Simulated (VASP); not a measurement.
Write the native input for VASP 6.6.1 that does the following.

* Task: single point
* Functional: PBE
* Potentials or basis: VASP PAW PBE potentials, release 64 (Na_pv, Ta_pv)
* Cutoff: 520 eV
* k mesh: 4 × 4 × 4
* Occupations: gaussian, width 0.1 eV
* Spin: no spin polarisation
* Dipole correction: no
* Further INCAR settings: ALGO = Fast; EDIFF = 1e-06; NBANDS = 40

The structure of Na7Ta lies in POSCAR:

```
Na7Ta
1.0
    7.2956106600      0.0000000000      0.0000000000
    0.0000000000      7.2956106600      0.0000000000
    0.0000000000      0.0000000000      5.1587757700
Na Ta
7 1
Direct
    0.7500000000      0.7500000000      0.5000000000
    0.5000000000      0.5000000000      0.0000000000
    0.2500000000      0.2500000000      0.5000000000
    0.5000000000      0.0000000000      0.0000000000
    0.2500000000      0.7500000000      0.5000000000
    0.0000000000      0.5000000000      0.0000000000
    0.7500000000      0.2500000000      0.5000000000
    0.0000000000      0.0000000000      0.0000000000
```

These files were run (other wordings do the same):

INCAR

```
SYSTEM = Na7Ta
ALGO = Fast
EDIFF = 1E-6
ENCUT = 520
GGA = PE
ISIF = 2
ISMEAR = 0
LASPH = .TRUE.
LCHARG = .TRUE.
LELF = .TRUE.
LREAL = .FALSE.
LVHAR = .TRUE.
LWAVE = .FALSE.
NBANDS = 40
NELM = 80
PREC = Accurate
SIGMA = 0.1
```

KPOINTS

```
k-points
0
G
  4 4 4
  0 0 0
```

Potentials or basis: VASP PAW PBE potentials, release 64 (Na_pv, Ta_pv).

Run with:

```sh
$ cat potpaw_PBE.64/Na_pv/POTCAR potpaw_PBE.64/Ta_pv/POTCAR > POTCAR
$ mpirun -np 1 vasp_std > vasp.out
```

It gave:

```yaml
Pressure: -1.4 GPa
Largest_force: 0.367 eV/Å
Band_gap_on_the_k_mesh: zero (bands 30 and 31 overlap by 0.62 eV)
```

Caveat: spin-orbit coupling is left out, which moves the levels of the heavy elements.

It took 7.3 min on 1 thread of Intel Xeon 8259CL, on a shared host, peak memory 0.43 GiB.
